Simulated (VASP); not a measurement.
# ZnSe (an interface model) in VASP: single point with PBEsol

Aim: the single point of ZnSe (an interface model) with PBEsol.

Program: VASP 6.6.1. These are calculated values, not measurements. Logs are shortened: lines on timing, memory, paths and dates and some standing lists are left out, and cuts for length are marked.

**1. The cell of the first run**

The cell holds layers of an interface, 16 atoms: a = 3.983 Å, b = 5.633 Å, c = 16.136 Å, α = 90.00°, β = 90.00°, γ = 90.00°.

**2. Single point, PBEsol**

INCAR

```
SYSTEM = ZnSe
PREC = Accurate
ENCUT = 400
EDIFF = 1E-6
ISMEAR = 0
SIGMA = 0.05
LREAL = .False.
LASPH = .True.
NELM = 120
ALGO = Normal
ISIF = 2
LWAVE = .False.
LCHARG = .False.
GGA = PS
NBANDS = 86
GGA_COMPAT = .False.
```

KPOINTS

```
regular mesh
0
Gamma
  8 6 2
  0 0 0
```

POSCAR

```
ZnSe
1.0
    3.9832742754      0.0000000000      0.0000000000
    0.0000000000      5.6332005029      0.0000000000
    0.0000000000      0.0000000000     16.1360663983
Zn Se
8 8
Direct
    0.0000000000      0.0092179779     -0.0072658407
    0.5000000000      0.5726030183      0.1225414220
    1.0000000000      0.0726030183      0.2524585780
    0.5000000000      0.5092179779      0.3822658407
    0.5000000000      0.2407820221      0.4927341593
    0.0000000000      0.6773969817      0.6225414220
    0.5000000000      0.1773969817      0.7524585780
    0.0000000000      0.7407820221      0.8822658407
    0.0000000000      0.8158742285      0.1309686482
    0.5000000000      0.3158742285      0.2440313518
    0.0000000000      0.7856162726      0.3687876478
    1.0000000000     -0.0356162726      0.5062123522
    0.5000000000      0.4341257715      0.6309686482
    1.0000000000     -0.0658742285      0.7440313518
    0.5000000000      0.4643837274      0.8687876478
    0.5000000000      0.2856162726      0.0062123522
```

Potentials or basis: VASP PAW PBE potentials, release 64 (Zn, Se).

On the command line:

```sh
$ cat potpaw_PBE.64/Zn/POTCAR potpaw_PBE.64/Se/POTCAR > POTCAR
$ mpirun -np 1 vasp_std > vasp.out
```

OUTCAR:

```text
SYSTEM = ZnSe
   PREC = Accurate
   ENCUT = 400
   EDIFF = 1E-6
   ISMEAR = 0
   LREAL = .False.
   LASPH = .True.
   NELM = 120
   ISIF = 2
   GGA = PS

 ion  position               nearest neighbor table
   1  0.000  0.009  0.993-   8 2.34   9 2.48  16 2.54  16 2.54
   2  0.500  0.573  0.123-   9 2.42   9 2.42  10 2.44  16 2.48
   3  0.000  0.073  0.252-  10 2.42  10 2.42   9 2.44  11 2.48
   4  0.500  0.509  0.382-   5 2.34  10 2.48  11 2.54  11 2.54
   5  0.500  0.241  0.493-   4 2.34  13 2.48  12 2.54  12 2.54
   6  0.000  0.677  0.623-  13 2.42  13 2.42  14 2.44  12 2.48
[... 8 lines left out ...]
  15  0.500  0.464  0.869-  16 2.44   7 2.48   8 2.54   8 2.54
  16  0.500  0.286  0.006-  15 2.44   2 2.48   1 2.54   1 2.54

  LATTYP: Found a simple orthorhombic cell.
 ALAT       =     3.9832742754
 B/A-ratio  =     1.4142135624
 C/A-ratio  =     4.0509553906

  Lattice vectors:

 A1 = (   3.9832742754,   0.0000000000,   0.0000000000)
 A2 = (   0.0000000000,   5.6332005029,   0.0000000000)
 A3 = (   0.0000000000,   0.0000000000,  16.1360663983)

Analysis of symmetry for initial positions (statically):
=====================================================================
 Subroutine PRICEL returns:
 Original cell was already a primitive cell.

 Routine SETGRP: Setting up the symmetry group for a
 simple orthorhombic supercell.

 Subroutine GETGRP returns: Found  8 space group operations
 (whereof  2 operations were pure point group operations)
 out of a pool of  8 trial point group operations.

The static configuration has the point symmetry C_1h.
 The point group associated with its full space group is D_2h.

Analysis of symmetry for dynamics (positions and initial velocities):
=====================================================================
 Subroutine PRICEL returns:
 Original cell was already a primitive cell.

 Routine SETGRP: Setting up the symmetry group for a
 simple orthorhombic supercell.

 Subroutine GETGRP returns: Found  8 space group operations
 (whereof  2 operations were pure point group operations)
 out of a pool of  8 trial point group operations.

The dynamic configuration has the point symmetry C_1h.
 The point group associated with its full space group is D_2h.

 Subroutine INISYM returns: Found  8 space group operations
 (whereof  2 operations are pure point group operations),
 and found     1 'primitive' translations

----------------------------------------------------------------------------------------

                                     Primitive cell

  volume of cell :     362.0705

  direct lattice vectors                    reciprocal lattice vectors
     3.983274275  0.000000000  0.000000000     0.251049747  0.000000000  0.000000000
     0.000000000  5.633200503  0.000000000     0.000000000  0.177518979  0.000000000
     0.000000000  0.000000000 16.136066398     0.000000000  0.000000000  0.061972973

  length of vectors
     3.983274275  5.633200503 16.136066398     0.251049747  0.177518979  0.061972973

  position of ions in fractional coordinates (direct lattice)
     0.000000000  0.009217978  0.992734159
     0.500000000  0.572603018  0.122541422
     0.000000000  0.072603018  0.252458578
     0.500000000  0.509217978  0.382265841
     0.500000000  0.240782022  0.492734159
     0.000000000  0.677396982  0.622541422
[... 8 lines left out ...]
     0.500000000  0.464383727  0.868787648
     0.500000000  0.285616273  0.006212352

  ion indices of the primitive-cell ions
   primitive index   ion index
                 1           1
                 2           2
                 3           3
                 4           4
                 5           5
                 6           6
[... 8 lines left out ...]
                15          15
                16          16

----------------------------------------------------------------------------------------

 KPOINTS: regular mesh

Automatic generation of k-mesh.
 Grid dimensions read from file:
 generate k-points for:    8    6    2

 Generating k-lattice:

  Cartesian coordinates                     Fractional coordinates (reciprocal lattice)
     0.031381218  0.000000000  0.000000000     0.125000000  0.000000000  0.000000000
     0.000000000  0.029586496  0.000000000     0.000000000  0.166666667  0.000000000
     0.000000000  0.000000000  0.030986486     0.000000000  0.000000000  0.500000000

  Length of vectors
     0.031381218  0.029586496  0.030986486

  Shift w.r.t. Gamma in fractional coordinates (k-lattice)
     0.000000000  0.000000000  0.000000000

 Subroutine IBZKPT returns following result:
 ===========================================

 Found     40 irreducible k-points:

 Following reciprocal coordinates:
            Coordinates               Weight
  0.000000  0.000000  0.000000      1.000000
  0.125000  0.000000  0.000000      2.000000
  0.250000  0.000000  0.000000      2.000000
  0.375000  0.000000  0.000000      2.000000
  0.500000  0.000000  0.000000      1.000000
  0.000000  0.166667  0.000000      2.000000
[... 16 lines left out ...]
  0.250000  0.000000  0.500000      2.000000
  0.375000  0.000000  0.500000      2.000000
 [... further k-points ...]
   k-points           NKPTS =     40   k-points in BZ     NKDIM =     40   number of bands    NBANDS=     86
   number of dos      NEDOS =    301   number of ions     NIONS =     16
   total plane-waves  NPLWV = 120960
   dimension x,y,z NGX =    28 NGY =   40 NGZ =  108
   dimension x,y,z NGXF=    56 NGYF=   80 NGZF=  216
   ions per type =               8   8
   NGX,Y,Z   is equivalent  to a cutoff of  11.69, 11.80, 11.13 a.u.
   NGXF,Y,Z  is equivalent  to a cutoff of  23.37, 23.61, 22.25 a.u.
 SYSTEM =  ZnSe
   PREC   = accura    normal or accurate (medium, high low for compatibility)
   ISTART =      0    job   : 0-new  1-cont  2-samecut
   ICHARG =      2    charge: 1-file 2-atom 10-const
   ISPIN  =      1    spin polarized calculation?
   LNONCOLLINEAR =      F non collinear calculations
   LSORBIT =      F    spin-orbit coupling
   LASPH  =      T    aspherical Exc in radial PAW
   ENCUT  =  400.0 eV  29.40 Ry    5.42 a.u.   6.50  9.19 26.31*2*pi/ulx,y,z
   NELM   =    120;   NELMIN=  2; NELMDL= -5     # of ELM steps
   EDIFF  = 0.1E-05   stopping-criterion for ELM
   LREAL  =      F    real-space projection
   EDIFFG = 0.1E-04   stopping-criterion for IOM
   NSW    =      0    number of steps for IOM
   IBRION =     -1    ionic relax: 0-MD 1-quasi-New 2-CG
   NFREE  =      0    steps in history (QN), initial steepest desc. (CG)
   ISIF   =      2    stress and relaxation
   ISYM   =      2    0-nonsym 1-usesym 2-fastsym
   POTIM  = 0.5000    time-step for ionic-motion
   TEBEG  =    0.0;   TEEND  =   0.0 temperature during run
   PSTRESS=    0.0 pullay stress
   NELECT =     144.0000    total number of electrons
   NUPDOWN=      -1.0000    fix difference up-down
   EMIN   =  10.00;   EMAX   =-10.00  energy-range for DOS
   EFERMI =   0.00;   METHOD = LEGACY
   ISMEAR =     0;   SIGMA  =   0.05  broadening in eV -4-tet -1-fermi 0-gaus
   EFERMI_NEDOS =   21; number of points for ismear=-14 and -15
   IALGO  =     38    algorithm
   IMIX   =      4    mixing-type and parameters
     AMIX     =   0.40;   BMIX     =  1.00
     AMIX_MAG =   1.60;   BMIX_MAG =  1.00
  volume/ion in A,a.u.               =      22.63       152.71
  Fermi-wavevector in a.u.,A,eV,Ry     =   1.203921  2.275081 19.720633  1.449426
  Thomas-Fermi vector in A             =   2.339661
   LORBIT       =      0    0 simple, 1 ext, 2 COOP (PROOUT), +10 PAW based schemes
   GGA     = PS    functional components
   LHFCALC =     F    Hartree Fock is set to
   AEXX    =    0.0000 exact exchange contribution
   IVDW    =     0    specifies the selected vdW correction
   LEPSILON=     F    determine dielectric tensor
   LRPA    =     F    only Hartree local field effects (RPA)
 non-spin polarized calculation
 Gauss-broadening in eV      SIGMA  =   0.05
  energy-cutoff  :      400.00
  volume of cell :      362.07
 maximum number of plane-waves:      6616
 NGX is ok and might be reduce to    28
   NGX = 13   NGY = 19   NGZ = 53

 number of electron     144.0000202 magnetization

 Free energy of the ion-electron system (eV)
  ---------------------------------------------------
  ext. energy  EPLUGINS =         0.00000000
  ---------------------------------------------------
  free energy    TOTEN  =       -49.47672750 eV

  energy without entropy =      -49.47567670  energy(sigma->0) =      -49.47620210

 E-fermi :   2.3464     XC(G=0):  -9.5897

 val. band max:        2.3241931258   @ k =   0.1250   0.0000   0.0000
 cond. band min:       2.6443689245   @ k =   0.1250   0.0000   0.0000
 fundamental gap:      0.3201757987
 Fermi energy:         2.3463619865

 k-point     1 :       0.0000    0.0000    0.0000
  band No.  band energies     occupation
      1     -12.6355      2.00000
      2     -12.5855      2.00000
      3     -11.5984      2.00000
      4     -11.4075      2.00000
      5     -10.9199      2.00000
      6     -10.8274      2.00000
[... 76 lines left out ...]
     83       5.8905      0.00000
     84       6.7819      0.00000

 k-point     2 :       0.1250    0.0000    0.0000
  band No.  band energies     occupation
      1     -12.5936      2.00000
      2     -12.5481      2.00000
      3     -11.5317      2.00000
      4     -11.3562      2.00000
      5     -10.8847      2.00000
      6     -10.8112      2.00000
[... 1903 lines left out ...]
     83       6.2138      0.00000
     84       6.2138      0.00000

 k-point    24 :       0.3750    0.0000    0.5000
  band No.  band energies     occupation
      1     -12.3660      2.00000
      2     -12.3660      2.00000
      3     -11.0724      2.00000
      4     -11.0724      2.00000
      5     -10.7866      2.00000
      6     -10.7866      2.00000
[... 76 lines left out ...]
     83       6.3487      0.00000
     84       6.3487      0.00000

 [... further k-points ...]

 [bands above 84 left out]

------------------------ aborting loop because EDIFF is reached ----------------------------------------

  FORCE on cell =-STRESS in cart. coord.  units (eV):
  Direction    XX          YY          ZZ          XY          YZ          ZX
  --------------------------------------------------------------------------------------
  -------------------------------------------------------------------------------------
  Total        0.7973983      2.3443123      0.0240788      0.0000000     -0.0000000      0.0000000
  in kB        3.5285217     10.3736826      0.1065498      0.0000000     -0.0000000      0.0000000
  external PRESSURE =       4.6695847 kB  Pullay stress =       0.0000000 kB

 VOLUME and BASIS-vectors are now :
 -----------------------------------------------------------------------------
  energy-cutoff  :      400.00
  volume of cell :      362.07
      direct lattice vectors                 reciprocal lattice vectors
     3.983274275  0.000000000  0.000000000     0.251049747  0.000000000  0.000000000
     0.000000000  5.633200503  0.000000000     0.000000000  0.177518979  0.000000000
     0.000000000  0.000000000 16.136066398     0.000000000  0.000000000  0.061972973

 POSITION                                       TOTAL-FORCE (eV/Angst)
 -----------------------------------------------------------------------------------
      0.00000      0.05193     16.01882         0.000000      0.003258      0.000035
      1.99164      3.22559      1.97734         0.000000     -0.007549     -0.001818
      0.00000      0.40899      4.07369         0.000000     -0.007549      0.001818
      1.99164      2.86853      6.16827         0.000000      0.003258     -0.000035
      1.99164      1.35637      7.95079         0.000000     -0.003258      0.000035
      0.00000      3.81591     10.04537         0.000000      0.007549     -0.001818
[... 8 lines left out ...]
      1.99164      2.61597     14.01882         0.000000      0.002090     -0.016353
      1.99164      1.60893      0.10024         0.000000     -0.002090      0.016353
 -----------------------------------------------------------------------------------
    total drift:                                0.000000     -0.000000      0.000000

  FREE ENERGIE OF THE ION-ELECTRON SYSTEM (eV)
  ---------------------------------------------------
  free  energy   TOTEN  =       -49.4767274975 eV

  energy  without entropy=      -49.4756766954  energy(sigma->0) =      -49.47620210
```

It took 14 min on 1 thread of Intel Xeon Platinum 8488C (Sapphire Rapids), shared host; peak memory 0.72 GiB.

What came out:

- Free energy: -49.4767 eV
- Pressure: 0.5 GPa
- Largest force: 0.016 eV/Å
- Band gap on the k mesh: zero (bands 72 and 73 overlap by 0.02 eV)

Forces in eV/Å, atoms in the order of the input:
```
Zn   0.000  0.003  0.000
Zn   0.000 -0.008 -0.002
Zn   0.000 -0.008  0.002
Zn   0.000  0.003  0.000
Zn   0.000 -0.003  0.000
Zn   0.000  0.008 -0.002
Zn   0.000  0.008  0.002
Zn   0.000 -0.003  0.000
Se   0.000  0.001  0.013
Se   0.000  0.001 -0.013
Se   0.000 -0.002 -0.016
Se   0.000  0.002  0.016
Se   0.000 -0.001  0.013
Se   0.000 -0.001 -0.013
Se   0.000  0.002 -0.016
Se   0.000 -0.002  0.016
```

Levels at points of the mesh, in eV from the Fermi level:
```tsv
k point	band 70	band 71	band 72	band 73	band 74	band 75
(0.00, 0.00, 0.00)	-0.67	-0.58	-0.09	-0.04	0.84	2.19
(0.50, 0.00, 0.00)	-2.38	-0.29	-0.29	0.79	0.79	1.63
(0.00, 0.50, 0.00)	-1.26	-0.43	-0.43	0.67	0.67	1.35
(0.50, 0.50, 0.00)	-1.56	-0.59	-0.59	0.52	0.52	2.93
(0.00, 0.00, 0.50)	-0.81	-0.72	-0.72	0.94	0.94	2.10
(0.50, 0.00, 0.50)	-2.19	-0.48	-0.48	0.97	0.97	1.65
(0.00, 0.50, 0.50)	-1.26	-0.51	-0.51	0.82	0.82	1.38
(0.50, 0.50, 0.50)	-1.79	-0.87	-0.87	0.93	0.93	2.59
```

Caveat: the PAW data sets were made with another functional, which shifts forces and pressure a little.
